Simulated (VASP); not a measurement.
A run of VASP 6.6.1 is set up as follows.

File INCAR:

```
SYSTEM = Ta2N
  ALGO = Fast
  EDIFF = 1E-6
  ENCUT = 520
  ISIF = 2
  ISMEAR = -1
  LASPH = .TRUE.
  LCHARG = .TRUE.
  LELF = .TRUE.
  LREAL = .FALSE.
  LVHAR = .TRUE.
  LWAVE = .FALSE.
  NBANDS = 50
  NELM = 80
  PREC = Accurate
  SIGMA = 0.15
```

Contents of KPOINTS:

```
k-points
0
G
  9 9 8
  0 0 0
```

Contents of POSCAR:

```
Ta2N
1.0
    5.2288001658      0.0000000028      0.0000000000
   -2.6144000853      4.5282737735      0.0000000000
    0.0000000000      0.0000000000      4.8860351099
Ta N
6 3
Direct
    0.6670277640      0.6670277640      0.7525646613
    0.0000000000      0.3329722360      0.7525646613
    0.3329722360      0.0000000000      0.7525646613
    0.3329722360      0.3329722360      0.2474353387
    0.0000000000      0.6670277640      0.2474353387
    0.6670277640      0.0000000000      0.2474353387
    0.6666666667      0.3333333333      0.5000000000
    0.3333333333      0.6666666667      0.5000000000
    0.0000000000      0.0000000000      0.0000000000
```

Potentials or basis: VASP PAW LDA potentials, release 64 (Ta_pv, N).

The run is started by

```sh
$ cat potpaw_LDA.64/Ta_pv/POTCAR potpaw_LDA.64/N/POTCAR > POTCAR
$ mpirun -np 1 vasp_std > vasp.out
```

(1) What does it give for the band gap on the k mesh?

(2) Estimate the pressure.

(3) Predict the largest force.

Answers

(1) zero (an odd number of electrons rules out a gap without spin polarisation).

(2) 1.6 GPa.

(3) 0.016 eV/Å.

Caveat: spin-orbit coupling is left out, which moves the levels of the heavy elements.
